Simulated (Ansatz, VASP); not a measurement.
CsVBr3 in VASP and in Ansatz

```
Cs V Br
1.0
     7.57000    0.00000    0.00000
    -3.78500    6.55581    0.00000
     0.00000    0.00000    6.32000
Cs V Br
2 2 6
Direct
  0.33333 0.66667 0.75000
  0.66667 0.33333 0.25000
  0.00000 0.00000 0.00000
  0.00000 0.00000 0.50000
  0.16000 0.32000 0.25000
  0.84000 0.16000 0.75000
  0.68000 0.84000 0.25000
  0.84000 0.68000 0.75000
  0.16000 0.84000 0.25000
  0.32000 0.16000 0.75000
```

Alike in both runs: task single point; functional LDA; k mesh 3 × 3 × 3; occupations gaussian, width 0.05 eV; collinear spin; Hubbard terms V d U = 4.0 eV.

```csv
,VASP,Ansatz
version,VASP 6.6.1,Ansatz 0.2.0
potentials or method,"VASP PAW LDA potentials, release 64 (Cs_sv, V_sv, Br), cutoff 520 eV","scalar-relativistic, plane waves, PAW"
valence electrons in the cell,86,86
```

```tsv
	VASP	Ansatz	Ansatz less VASP
gap on the k mesh at the Fermi level (eV)	3.34	1.44	-1.896
least direct gap on the mesh (eV)	3.38	1.47	-1.907
pressure (GPa)	-1.1	0.7	+1.88
traceless stress, the component that is largest in VASP (GPa)	0.05	0.48	+0.438
rms of the force components (eV/Å)	0.028	0.307	+0.2794
net moment per atom (μB)	0.00	0.00	0.000
size of the moment on the site where the two differ most (μB)	2.65	2.51	-0.139
```

LDA's correlation is that of Perdew and Zunger in VASP and of Perdew and Wang (1992) in Ansatz. Site moments also hang on the region over which each program counts them. The programs project onto different local orbitals, so the same U acts differently, and such runs can settle in different states. Atom by atom the forces differ by 0.285 eV/Å (rms over components). Ansatz's warnings: specified occupation not kept, symmetry narrowed by occupation matrices.

Neither program's run includes spin-orbit coupling.
